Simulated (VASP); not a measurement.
# Ti3W (P-6m2) in VASP: single point with PBE

Aim: the single point of Ti3W with PBE.

Program: VASP 6.6.1. These are calculated values, not measurements. Logs are shortened: lines on timing, memory, paths and dates and some standing lists are left out, and cuts for length are marked.

**1. The cell of the first run**

Symmetry: P-6m2, No. 187, hexagonal system. The conventional cell has a = 2.780 Å, b = 2.780 Å, c = 8.980 Å, α = 90.00°, β = 90.00°, γ = 120.00°. Within 3.6 Å of Ti (site symmetry -6m2) lie 12 Ti at 2.76 to 2.78 Å. Ti (site symmetry 3m) has 9 Ti at 2.76 to 2.78 Å and 3 W at 2.76 Å within 3.6 Å. W (site symmetry -6m2) has 6 Ti at 2.76 Å and 6 W at 2.78 Å within 3.6 Å.

**2. Single point, PBE**

The input, INCAR:

```
PREC = Accurate
ENCUT = 520
EDIFF = 1E-7
ISMEAR = 0
SIGMA = 0.1
LREAL = F
LASPH = T
NELM = 80
ALGO = Normal
ISIF = 2
LWAVE = F
LCHARG = F
GGA = PE
NBANDS = 33
```

The input, KPOINTS:

```
Automatic mesh
0
Gamma
  6 6 2
```

The input, POSCAR:

```
Ti3W
1.0
    2.7804975800      0.0000000000      0.0000000000
   -1.3902487900      2.4079815400      0.0000000000
    0.0000000000      0.0000000000      8.9800162400
Ti W
3 1
Direct
    0.3333333300      0.6666666700      0.5000000000
    0.6666666700      0.3333333300      0.2500000000
    0.6666666700      0.3333333300      0.7500000000
    0.3333333300      0.6666666700      0.0000000000
```

Potentials or basis: VASP PAW PBE potentials, release 64 (Ti_sv, W_sv).

Run with:

```sh
$ cat potpaw_PBE.64/Ti_sv/POTCAR potpaw_PBE.64/W_sv/POTCAR > POTCAR
$ mpirun -np 1 vasp_std > vasp.out
```

OUTCAR:

```text
PREC = Accurate
   ENCUT = 520
   EDIFF = 1E-7
   ISMEAR = 0
   LREAL = F
   LASPH = T
   NELM = 80
   ISIF = 2
   GGA = PE

 ion  position               nearest neighbor table
   1  0.333  0.667  0.500-   2 2.76   3 2.76   2 2.76   3 2.76   2 2.76   3 2.76
   2  0.667  0.333  0.250-   1 2.76   4 2.76   1 2.76   4 2.76   1 2.76   4 2.76
   3  0.667  0.333  0.750-   1 2.76   4 2.76   1 2.76   4 2.76   1 2.76   4 2.76
   4  0.333  0.667  0.000-   2 2.76   3 2.76   2 2.76   3 2.76   2 2.76   3 2.76

  LATTYP: Found a hexagonal cell.
 ALAT       =     2.7804975800
 C/A-ratio  =     3.2296436093

  Lattice vectors:

 A1 = (   2.7804975800,   0.0000000000,   0.0000000000)
 A2 = (  -1.3902487900,   2.4079815400,   0.0000000000)
 A3 = (   0.0000000000,   0.0000000000,   8.9800162400)

Analysis of symmetry for initial positions (statically):
=====================================================================
 Subroutine PRICEL returns:
 Original cell was already a primitive cell.

 Routine SETGRP: Setting up the symmetry group for a
 hexagonal supercell.

 Subroutine GETGRP returns: Found 12 space group operations
 (whereof 12 operations were pure point group operations)
 out of a pool of 24 trial point group operations.

The static configuration has the point symmetry D_3h.

Analysis of symmetry for dynamics (positions and initial velocities):
=====================================================================
 Subroutine PRICEL returns:
 Original cell was already a primitive cell.

 Routine SETGRP: Setting up the symmetry group for a
 hexagonal supercell.

 Subroutine GETGRP returns: Found 12 space group operations
 (whereof 12 operations were pure point group operations)
 out of a pool of 24 trial point group operations.

The dynamic configuration has the point symmetry D_3h.

 Subroutine INISYM returns: Found 12 space group operations
 (whereof 12 operations are pure point group operations),
 and found     1 'primitive' translations

----------------------------------------------------------------------------------------

                                     Primitive cell

  volume of cell :      60.1247
[... 76 lines left out ...]
   ISPIN  =      1    spin polarized calculation?
   LNONCOLLINEAR =      F non collinear calculations
   LSORBIT =      F    spin-orbit coupling
   LASPH  =      T    aspherical Exc in radial PAW
   ENCUT  =  520.0 eV  38.22 Ry    6.18 a.u.   5.17  5.17 16.70*2*pi/ulx,y,z
   NELM   =     80;   NELMIN=  2; NELMDL= -5     # of ELM steps
   EDIFF  = 0.1E-06   stopping-criterion for ELM
   LREAL  =      F    real-space projection
   EDIFFG = 0.1E-05   stopping-criterion for IOM
   NSW    =      0    number of steps for IOM
   IBRION =     -1    ionic relax: 0-MD 1-quasi-New 2-CG
   NFREE  =      0    steps in history (QN), initial steepest desc. (CG)
   ISIF   =      2    stress and relaxation
   ISYM   =      2    0-nonsym 1-usesym 2-fastsym
   POTIM  = 0.5000    time-step for ionic-motion
   TEBEG  =    0.0;   TEEND  =   0.0 temperature during run
   PSTRESS=    0.0 pullay stress
   NELECT =      50.0000    total number of electrons
   NUPDOWN=      -1.0000    fix difference up-down
   EMIN   =  10.00;   EMAX   =-10.00  energy-range for DOS
   EFERMI =   0.00;   METHOD = LEGACY
   ISMEAR =     0;   SIGMA  =   0.10  broadening in eV -4-tet -1-fermi 0-gaus
   EFERMI_NEDOS =   21; number of points for ismear=-14 and -15
   IALGO  =     38    algorithm
   IMIX   =      4    mixing-type and parameters
     AMIX     =   0.40;   BMIX     =  1.00
     AMIX_MAG =   1.60;   BMIX_MAG =  1.00
  volume/ion in A,a.u.               =      15.03       101.44
  Fermi-wavevector in a.u.,A,eV,Ry     =   1.539503  2.909239 32.246757  2.370070
  Thomas-Fermi vector in A             =   2.645722
   LORBIT       =      0    0 simple, 1 ext, 2 COOP (PROOUT), +10 PAW based schemes
   GGA     = PE    functional components
   LHFCALC =     F    Hartree Fock is set to
   AEXX    =    0.0000 exact exchange contribution
   IVDW    =     0    specifies the selected vdW correction
   LEPSILON=     F    determine dielectric tensor
   LRPA    =     F    only Hartree local field effects (RPA)
 non-spin polarized calculation
 Gauss-broadening in eV      SIGMA  =   0.10
  energy-cutoff  :      520.00
  volume of cell :       60.12
 maximum number of plane-waves:      1632
 NGX is ok and might be reduce to    24
   NGX = 11   NGY = 11   NGZ = 33

 number of electron      50.0000005 magnetization

 Free energy of the ion-electron system (eV)
  ---------------------------------------------------
  ext. energy  EPLUGINS =         0.00000000
  ---------------------------------------------------
  free energy    TOTEN  =       -35.30205762 eV

  energy without entropy =      -35.27101816  energy(sigma->0) =      -35.28653789

 E-fermi :  10.4233     XC(G=0): -12.6377

 val. band max:       10.4058569976   @ k =   0.3333   0.1667   0.0000
 cond. band min:      10.4272694384   @ k =   0.3333   0.3333   0.5000
 fundamental gap:      0.0214124407
 Fermi energy:        10.4233383355

 k-point     1 :       0.0000    0.0000    0.0000
  band No.  band energies     occupation
      1     -63.1465      2.00000
      2     -46.1625      2.00000
      3     -46.1191      2.00000
      4     -45.9763      2.00000
      5     -27.5060      2.00000
      6     -26.8403      2.00000
[... 493 lines left out ...]
     32      13.4078      0.00000
     33      14.1783      0.00000

------------------------ aborting loop because EDIFF is reached ----------------------------------------

  FORCE on cell =-STRESS in cart. coord.  units (eV):
  Direction    XX          YY          ZZ          XY          YZ          ZX
  --------------------------------------------------------------------------------------
  -------------------------------------------------------------------------------------
  Total        7.6013874      7.6013874      9.6260406      0.0000000      0.0000000     -0.0000000
  in kB      202.5585841    202.5585842    256.5106945      0.0000000      0.0000000     -0.0000000
  external PRESSURE =     220.5426210 kB  Pullay stress =       0.0000000 kB

 VOLUME and BASIS-vectors are now :
 -----------------------------------------------------------------------------
  energy-cutoff  :      520.00
  volume of cell :       60.12
      direct lattice vectors                 reciprocal lattice vectors
     2.780497580  0.000000000  0.000000000     0.359647858  0.207642788  0.000000000
    -1.390248790  2.407981540  0.000000000     0.000000000  0.415285576  0.000000000
     0.000000000  0.000000000  8.980016240     0.000000000  0.000000000  0.111358373

 POSITION                                       TOTAL-FORCE (eV/Angst)
 -----------------------------------------------------------------------------------
     -0.00000      1.60532      4.49001        -0.000000     -0.000000      0.000000
      1.39025      0.80266      2.24500         0.000000     -0.000000      0.394358
      1.39025      0.80266      6.73501         0.000000     -0.000000     -0.394358
     -0.00000      1.60532      0.00000        -0.000000      0.000000      0.000000
 -----------------------------------------------------------------------------------
    total drift:                               -0.000013      0.000007      0.000000

  FREE ENERGIE OF THE ION-ELECTRON SYSTEM (eV)
  ---------------------------------------------------
  free  energy   TOTEN  =       -35.3020576241 eV

  energy  without entropy=      -35.2710181555  energy(sigma->0) =      -35.28653789
```

OSZICAR:

```text
N       E                     dE             d eps       ncg     rms          rms(c)
DAV:   1     0.668209878818E+03    0.66821E+03   -0.26349E+04   924   0.194E+03
DAV:   2     0.350851201753E+02   -0.63312E+03   -0.61976E+03   924   0.587E+02
DAV:   3    -0.327559446308E+02   -0.67841E+02   -0.64972E+02  1506   0.165E+02
DAV:   4    -0.380628579052E+02   -0.53069E+01   -0.52416E+01  1236   0.426E+01
DAV:   5    -0.383245379175E+02   -0.26168E+00   -0.26120E+00  1407   0.811E+00    0.267E+01
DAV:   6    -0.359541641156E+02    0.23704E+01   -0.13020E+01  1349   0.319E+01    0.114E+01
DAV:   7    -0.383586358298E+02   -0.24045E+01   -0.24533E+01  1251   0.316E+01    0.127E+01
DAV:   8    -0.356283933949E+02    0.27302E+01   -0.16255E+01  1287   0.197E+01    0.397E+00
DAV:   9    -0.352791484683E+02    0.34924E+00   -0.20802E+00  1402   0.713E+00    0.242E+00
DAV:  10    -0.352999991582E+02   -0.20851E-01   -0.17516E-01  1168   0.288E+00    0.106E+00
DAV:  11    -0.353014159654E+02   -0.14168E-02   -0.57523E-02  1350   0.161E+00    0.334E-01
DAV:  12    -0.353020938982E+02   -0.67793E-03   -0.60241E-03  1123   0.657E-01    0.731E-02
DAV:  13    -0.353020666057E+02    0.27292E-04   -0.65123E-04  1334   0.161E-01    0.529E-02
DAV:  14    -0.353020740840E+02   -0.74783E-05   -0.82941E-05  1128   0.752E-02    0.189E-02
DAV:  15    -0.353020582013E+02    0.15883E-04   -0.90988E-06  1357   0.294E-02    0.995E-03
DAV:  16    -0.353020572429E+02    0.95836E-06   -0.37501E-06  1320   0.165E-02    0.168E-03
DAV:  17    -0.353020576767E+02   -0.43381E-06   -0.32411E-07   959   0.439E-03    0.536E-04
DAV:  18    -0.353020576241E+02    0.52606E-07   -0.42310E-08   605   0.202E-03
   1 F= -.35302058E+02 E0= -.35286538E+02  d E =-.310395E-01
```

stdout:

```text
POSCAR found type information on POSCAR TiW
 POSCAR found :  2 types and       4 ions
 scaLAPACK will be used
 LDA part: xc-table for (Slater+PW92), standard interpolation
 POSCAR, INCAR and KPOINTS ok, starting setup
 FFT: planning ... GRIDC
 FFT: planning ... GRID_SOFT
 FFT: planning ... GRID
 WAVECAR not read
 entering main loop
```

Run time: 37 s. Hardware: 1 thread of Intel Xeon Platinum 8259CL at 2.50GHz (Skylake/Cascade Lake), shared host; peak memory 0.2 GiB.

Results:

```
Free energy            : -35.3021 eV
Pressure               : 22.1 GPa
Largest force          : 0.394 eV/Å
Band gap on the k mesh : zero (band 25 reaches 11.03 eV, above the bottom of band 26 at 10.17 eV)
```

Forces on the atoms (eV/Å):
```
Ti   0.000  0.000  0.000
Ti   0.000  0.000  0.394
Ti   0.000  0.000 -0.394
W    0.000  0.000  0.000
```

Stress tensor (GPa, compression positive):
```
20.26  0.00  0.00
 0.00 20.26  0.00
 0.00  0.00 25.65
```

Caveat: the k points lie up to 0.43 Å⁻¹ apart; spin-orbit coupling is left out, which moves the levels of the heavy elements.
